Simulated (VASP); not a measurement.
# Ag (P6/mmm) in VASP: a series of runs

Ag is run at these levels: PBE; tasks: single point.

Program: VASP 6.6.1. These are calculated values, not measurements. Logs are shortened: lines on timing, memory, paths and dates and some standing lists are left out, and cuts for length are marked.

## (1) The cell of the first run

It takes space group P6/mmm (No. 191, hexagonal). The conventional cell has a = 4.315 Å, b = 4.315 Å, c = 2.580 Å, α = 90.00°, β = 90.00°, γ = 120.00°. Within 3.4 Å of Ag (site symmetry 6/mmm) lie 14 Ag at 2.58 to 2.81 Å. Ag (site symmetry -6m2) has 11 Ag at 2.49 to 2.81 Å within 3.3 Å.

## (2) Single point, PBE (volume scaled by 0.76)

The input, INCAR:

```
PREC = Accurate
ENCUT = 520
EDIFF = 1E-6
ISMEAR = -1
SIGMA = 0.05
LREAL = False
LASPH = True
NELM = 80
ALGO = Normal
ISIF = 2
LWAVE = False
LCHARG = True
GGA = PE
LELF = True
LVHAR = True
NBANDS = 24
```

The input, KPOINTS:

```
Automatic mesh
0
Gamma
  8 8 11
```

The input, POSCAR:

```
Ag
1.0
    4.3145809632      0.0000000000      0.0000000000
   -2.1572904816      3.7365367208      0.0000000000
    0.0000000000      0.0000000000      2.5804158918
Ag
3
Direct
    0.0000000000      0.0000000000      0.0000000000
    0.3333333333      0.6666666667      0.5000000000
    0.6666666667      0.3333333333      0.5000000000
```

Potentials or basis: VASP PAW PBE potentials, release 64 (Ag).

Started as:

```console
$ cat potpaw_PBE.64/Ag/POTCAR > POTCAR
$ mpirun -np 1 vasp_std > vasp.out
```

OUTCAR:

```text
PREC = Accurate
   ENCUT = 520
   EDIFF = 1E-6
   ISMEAR = -1
   LREAL = False
   LASPH = True
   NELM = 80
   ISIF = 2
   GGA = PE

 ion  position               nearest neighbor table
   1  0.000  0.000  0.000-   2 2.81   3 2.81   2 2.81   3 2.81   2 2.81   2 2.81   3 2.81   3 2.81
                             3 2.81   3 2.81   2 2.81   2 2.81
   2  0.333  0.667  0.500-   3 2.49   3 2.49   3 2.49   1 2.81   1 2.81   1 2.81   1 2.81   1 2.81
                             1 2.81   3 3.59   3 3.59   3 3.59   3 3.59   3 3.59   3 3.59
   3  0.667  0.333  0.500-   2 2.49   2 2.49   2 2.49   1 2.81   1 2.81   1 2.81   1 2.81   1 2.81
                             1 2.81   2 3.59   2 3.59   2 3.59   2 3.59   2 3.59   2 3.59

  LATTYP: Found a hexagonal cell.
 ALAT       =     4.3145809632
 C/A-ratio  =     0.5980687149

  Lattice vectors:

 A1 = (   4.3145809632,   0.0000000000,   0.0000000000)
 A2 = (  -2.1572904816,   3.7365367208,   0.0000000000)
 A3 = (   0.0000000000,   0.0000000000,   2.5804158918)

Analysis of symmetry for initial positions (statically):
=====================================================================
 Subroutine PRICEL returns:
 Original cell was already a primitive cell.

 Routine SETGRP: Setting up the symmetry group for a
 hexagonal supercell.

 Subroutine GETGRP returns: Found 24 space group operations
 (whereof 24 operations were pure point group operations)
 out of a pool of 24 trial point group operations.

The static configuration has the point symmetry D_6h.

Analysis of symmetry for dynamics (positions and initial velocities):
=====================================================================
 Subroutine PRICEL returns:
 Original cell was already a primitive cell.

 Routine SETGRP: Setting up the symmetry group for a
 hexagonal supercell.

 Subroutine GETGRP returns: Found 24 space group operations
 (whereof 24 operations were pure point group operations)
 out of a pool of 24 trial point group operations.

The dynamic configuration has the point symmetry D_6h.

 Subroutine INISYM returns: Found 24 space group operations
 (whereof 24 operations are pure point group operations),
 and found     1 'primitive' translations

----------------------------------------------------------------------------------------

                                     Primitive cell

  volume of cell :      41.6004

  direct lattice vectors                    reciprocal lattice vectors
     4.314580963  0.000000000  0.000000000     0.231772218  0.133813753  0.000000000
    -2.157290482  3.736536721  0.000000000     0.000000000  0.267627505  0.000000000
     0.000000000  0.000000000  2.580415892     0.000000000  0.000000000  0.387534429

  length of vectors
     4.314580963  4.314580963  2.580415892     0.267627505  0.267627505  0.387534429

  position of ions in fractional coordinates (direct lattice)
     0.000000000  0.000000000  0.000000000
     0.333333333  0.666666667  0.500000000
     0.666666667  0.333333333  0.500000000

  ion indices of the primitive-cell ions
   primitive index   ion index
                 1           1
                 2           2
                 3           3

----------------------------------------------------------------------------------------

 KPOINTS: Automatic mesh

Automatic generation of k-mesh.
 Grid dimensions read from file:
 generate k-points for:    8    8   11

 Generating k-lattice:

  Cartesian coordinates                     Fractional coordinates (reciprocal lattice)
     0.028971527  0.016726719  0.000000000     0.125000000 -0.000000000  0.000000000
     0.000000000  0.033453438  0.000000000     0.000000000  0.125000000  0.000000000
     0.000000000  0.000000000  0.035230403     0.000000000  0.000000000  0.090909091

  Length of vectors
     0.033453438  0.033453438  0.035230403

  Shift w.r.t. Gamma in fractional coordinates (k-lattice)
     0.000000000  0.000000000  0.000000000

 Subroutine IBZKPT returns following result:
 ===========================================

 Found     60 irreducible k-points:

 Following reciprocal coordinates:
            Coordinates               Weight
  0.000000  0.000000  0.000000      1.000000
  0.125000  0.000000  0.000000      6.000000
  0.250000  0.000000  0.000000      6.000000
  0.375000  0.000000  0.000000      6.000000
  0.500000  0.000000  0.000000      3.000000
  0.125000  0.125000  0.000000      6.000000
[... 16 lines left out ...]
  0.250000  0.000000  0.181818     12.000000
  0.375000  0.000000  0.181818     12.000000
 [... further k-points ...]
   k-points           NKPTS =     60   k-points in BZ     NKDIM =     60   number of bands    NBANDS=     24
   number of dos      NEDOS =    301   number of ions     NIONS =      3
   total plane-waves  NPLWV =  20480
   dimension x,y,z NGX =    32 NGY =   32 NGZ =   20
   dimension x,y,z NGXF=    64 NGYF=   64 NGZF=   40
   ions per type =               3
   NGX,Y,Z   is equivalent  to a cutoff of  12.33, 12.33, 12.89 a.u.
   NGXF,Y,Z  is equivalent  to a cutoff of  24.66, 24.66, 25.77 a.u.
 SYSTEM =  unknown system
   PREC   = accura    normal or accurate (medium, high low for compatibility)
   ISTART =      0    job   : 0-new  1-cont  2-samecut
   ICHARG =      2    charge: 1-file 2-atom 10-const
   ISPIN  =      1    spin polarized calculation?
   LNONCOLLINEAR =      F non collinear calculations
   LSORBIT =      F    spin-orbit coupling
   LASPH  =      T    aspherical Exc in radial PAW
   ENCUT  =  520.0 eV  38.22 Ry    6.18 a.u.   8.02  8.02  4.80*2*pi/ulx,y,z
   NELM   =     80;   NELMIN=  2; NELMDL= -5     # of ELM steps
   EDIFF  = 0.1E-05   stopping-criterion for ELM
   LREAL  =      F    real-space projection
   EDIFFG = 0.1E-04   stopping-criterion for IOM
   NSW    =      0    number of steps for IOM
   IBRION =     -1    ionic relax: 0-MD 1-quasi-New 2-CG
   NFREE  =      0    steps in history (QN), initial steepest desc. (CG)
   ISIF   =      2    stress and relaxation
   ISYM   =      2    0-nonsym 1-usesym 2-fastsym
   POTIM  = 0.5000    time-step for ionic-motion
   TEBEG  =    0.0;   TEEND  =   0.0 temperature during run
   PSTRESS=    0.0 pullay stress
   NELECT =      33.0000    total number of electrons
   NUPDOWN=      -1.0000    fix difference up-down
   EMIN   =  10.00;   EMAX   =-10.00  energy-range for DOS
   EFERMI =   0.00;   METHOD = LEGACY
   ISMEAR =    -1;   SIGMA  =   0.05  broadening in eV -4-tet -1-fermi 0-gaus
   EFERMI_NEDOS =   21; number of points for ismear=-14 and -15
   IALGO  =     38    algorithm
   IMIX   =      4    mixing-type and parameters
     AMIX     =   0.40;   BMIX     =  1.00
     AMIX_MAG =   1.60;   BMIX_MAG =  1.00
  volume/ion in A,a.u.               =      13.87        93.58
  Fermi-wavevector in a.u.,A,eV,Ry     =   1.515469  2.863820 31.247754  2.296645
  Thomas-Fermi vector in A             =   2.624988
   LORBIT       =      0    0 simple, 1 ext, 2 COOP (PROOUT), +10 PAW based schemes
   GGA     = PE    functional components
   LHFCALC =     F    Hartree Fock is set to
   AEXX    =    0.0000 exact exchange contribution
   IVDW    =     0    specifies the selected vdW correction
   LEPSILON=     F    determine dielectric tensor
   LRPA    =     F    only Hartree local field effects (RPA)
 non-spin polarized calculation
  energy-cutoff  :      520.00
  volume of cell :       41.60
 maximum number of plane-waves:      1132
   NGX = 17   NGY = 17   NGZ =  9

 number of electron      33.0000004 magnetization

 Free energy of the ion-electron system (eV)
  ---------------------------------------------------
  ext. energy  EPLUGINS =         0.00000000
  ---------------------------------------------------
  free energy    TOTEN  =        -6.41111852 eV

  energy without entropy =       -6.40238139  energy(sigma->0) =       -6.40674996

 E-fermi :  11.8683     XC(G=0): -13.4807

 val. band max:       11.8381038433   @ k =   0.2500   0.2500   0.4545
 cond. band min:      11.9314316646   @ k =   0.2500   0.1250   0.1818
 fundamental gap:      0.0933278213
 Fermi energy:        11.8683122809

 k-point     1 :       0.0000    0.0000    0.0000
  band No.  band energies     occupation
      1       2.2512      2.00000
      2       3.7553      2.00000
      3       5.3269      2.00000
      4       5.5696      2.00000
      5       5.6242      2.00000
      6       5.6242      2.00000
[... 16 lines left out ...]
     23      25.2089      0.00000
     24      29.8160      0.00000

 k-point     2 :       0.1250    0.0000    0.0000
  band No.  band energies     occupation
      1       2.4534      2.00000
      2       3.8179      2.00000
      3       4.9961      2.00000
      4       5.2514      2.00000
      5       5.2516      2.00000
      6       5.5457      2.00000
[... 16 lines left out ...]
     23      25.5740      0.00000
     24      29.5527      0.00000

 k-point     3 :       0.2500    0.0000    0.0000
  band No.  band energies     occupation
      1       3.0161      2.00000
      2       3.9603      2.00000
      3       4.4127      2.00000
      4       5.0325      2.00000
      5       5.0534      2.00000
      6       5.4271      2.00000
[... 16 lines left out ...]
     23      26.6083      0.00000
     24      28.4929      0.00000

 k-point     4 :       0.3750    0.0000    0.0000
  band No.  band energies     occupation
      1       3.6808      2.00000
      2       3.9115      2.00000
      3       4.3844      2.00000
      4       4.8529      2.00000
      5       4.9750      2.00000
      6       5.2430      2.00000
[... 16 lines left out ...]
     23      27.1593      0.00000
     24      28.1588      0.00000

 k-point     5 :       0.5000    0.0000    0.0000
  band No.  band energies     occupation
      1       3.6337      2.00000
      2       4.3560      2.00000
      3       4.4329      2.00000
      4       4.7891      2.00000
      5       4.9819      2.00000
      6       5.0903      2.00000
[... 451 lines left out ...]
 k-point    22 :       0.1250    0.0000    0.1818
  band No.  band energies     occupation
      1       3.2287      2.00000
      2       4.5560      2.00000
      3       4.8314      2.00000
      4       4.9373      2.00000
      5       5.3513      2.00000
      6       5.4808      2.00000
[... 16 lines left out ...]
     23      21.5183      0.00000
     24      29.0810      0.00000

 k-point    23 :       0.2500    0.0000    0.1818
  band No.  band energies     occupation
      1       3.6985      2.00000
      2       4.4717      2.00000
      3       4.7174      2.00000
      4       4.8627      2.00000
      5       5.3761      2.00000
      6       5.6623      2.00000
[... 16 lines left out ...]
     23      23.8427      0.00000
     24      27.6023      0.00000

 k-point    24 :       0.3750    0.0000    0.1818
  band No.  band energies     occupation
      1       4.1852      2.00000
      2       4.3211      2.00000
      3       4.8837      2.00000
      4       4.9061      2.00000
      5       5.3657      2.00000
      6       5.7236      2.00000
[... 16 lines left out ...]
     23      25.9401      0.00000
     24      26.6597      0.00000

 [... further k-points ...]
[... 5 lines left out ...]
  --------------------------------------------------------------------------------------
  -------------------------------------------------------------------------------------
  Total       13.2748932     13.2748932     13.2159591      0.0000000      0.0000000      0.0000000
  in kB      511.2626081    511.2626081    508.9928512      0.0000000      0.0000000      0.0000000
  external PRESSURE =     510.5060225 kB  Pullay stress =       0.0000000 kB

 VOLUME and BASIS-vectors are now :
 -----------------------------------------------------------------------------
  energy-cutoff  :      520.00
  volume of cell :       41.60
      direct lattice vectors                 reciprocal lattice vectors
     4.314580963  0.000000000  0.000000000     0.231772218  0.133813753  0.000000000
    -2.157290482  3.736536721  0.000000000     0.000000000  0.267627505  0.000000000
     0.000000000  0.000000000  2.580415892     0.000000000  0.000000000  0.387534429

 POSITION                                       TOTAL-FORCE (eV/Angst)
 -----------------------------------------------------------------------------------
      0.00000      0.00000      0.00000         0.000000     -0.000000      0.000000
     -0.00000      2.49102      1.29021        -0.000000      0.000000     -0.000000
      2.15729      1.24551      1.29021         0.000000     -0.000000      0.000000
 -----------------------------------------------------------------------------------
    total drift:                               -0.000000      0.000000      0.000000

  FREE ENERGIE OF THE ION-ELECTRON SYSTEM (eV)
  ---------------------------------------------------
  free  energy   TOTEN  =        -6.4111185249 eV

  energy  without entropy=       -6.4023813921  energy(sigma->0) =       -6.40674996
```

Run time: 16 s. Hardware: 1 thread of Intel Xeon 6975P-C (Granite Rapids), shared host; peak memory 0.18 GiB.

Results:

```
Free energy : -6.4111 eV
Pressure    : 51.1 GPa
```

Caveat: the cell differs from its parent crystal (volume scaled by 0.76).

## (3) Single point, PBE

This run uses another cell than the first one, of 16.79 Å³/atom, 1.211 times its volume.

The input, INCAR:

```
  PREC = Accurate
  ENCUT = 520
  EDIFF = 1E-6
  ISMEAR = -1
  SIGMA = 0.05
  LREAL = F
  LASPH = T
  NELM = 100
  ALGO = Normal
  ISIF = 2
  LWAVE = F
  LCHARG = T
  GGA = PE
  LELF = T
  LVHAR = T
  NBANDS = 24
```

KPOINTS is that of step 2.

The input, POSCAR:

```
Ag
1.0
    4.5982936411      0.0000000000      0.0000000000
   -2.2991468205      3.9822391072      0.0000000000
    0.0000000000      0.0000000000      2.7500955685
Ag
3
Direct
    0.0000000000      0.0000000000      0.0000000000
    0.3333333333      0.6666666667      0.5000000000
    0.6666666667      0.3333333333      0.5000000000
```

Potentials or basis: VASP PAW PBE potentials, release 64 (Ag).

Started as:

```console
$ cat potpaw_PBE.64/Ag/POTCAR > POTCAR
$ mpirun -np 1 vasp_std > vasp.out
```

Run time: 21 s. Hardware: 1 thread of Intel Xeon 6975P-C (Granite Rapids), shared host; peak memory 0.2 GiB.

The run converged. Its results:

| Item | Value |
| --- | --- |
| Free energy | -7.8520 eV |
| Pressure | 9.0 GPa |

Levels at points of the mesh, in eV from the Fermi level:
```csv
k point,band 13,band 14,band 15,band 16,band 17,band 18,band 19,band 20
"(0.00, 0.00, 0.00)",-4.09,-4.09,-3.00,-3.00,4.58,4.58,4.58,4.58
"(0.50, 0.00, 0.00)",-3.30,-3.29,-3.26,-2.94,-2.82,-0.31,3.99,12.08
```

## (4) Single point, PBE

The input, INCAR:

```
SYSTEM = Ag
PREC = Accurate
ENCUT = 520
EDIFF = 1E-6
ISMEAR = -1
SIGMA = 0.05
LREAL = .False.
LASPH = .True.
NELM = 60
ALGO = Normal
ISIF = 2
LWAVE = .False.
LCHARG = .False.
GGA = PE
NBANDS = 24
```

The input, KPOINTS:

```
Automatic mesh
0
Gamma
  8 8 11
  0 0 0
```

POSCAR is that of step 3.

Started as:

```console
$ cat potpaw_PBE.64/Ag/POTCAR > POTCAR
$ mpirun -np 1 vasp_std > vasp.out
```

Wall time 20 s (1 thread of Intel Xeon 6975P-C (Granite Rapids), shared host); peak memory 0.2 GiB.

It converged, with:

- Free energy: -7.8520 eV
- Pressure: 9.0 GPa

Levels at points of the mesh, in eV from the Fermi level:
```csv
k point,band 14,band 15,band 16,band 17,band 18,band 19
"(0.00, 0.00, 0.00)",-4.09,-3.00,-3.00,4.58,4.58,4.58
"(0.50, 0.00, 0.00)",-3.29,-3.26,-2.94,-2.82,-0.31,3.99
```

[end of part 1 of 2]
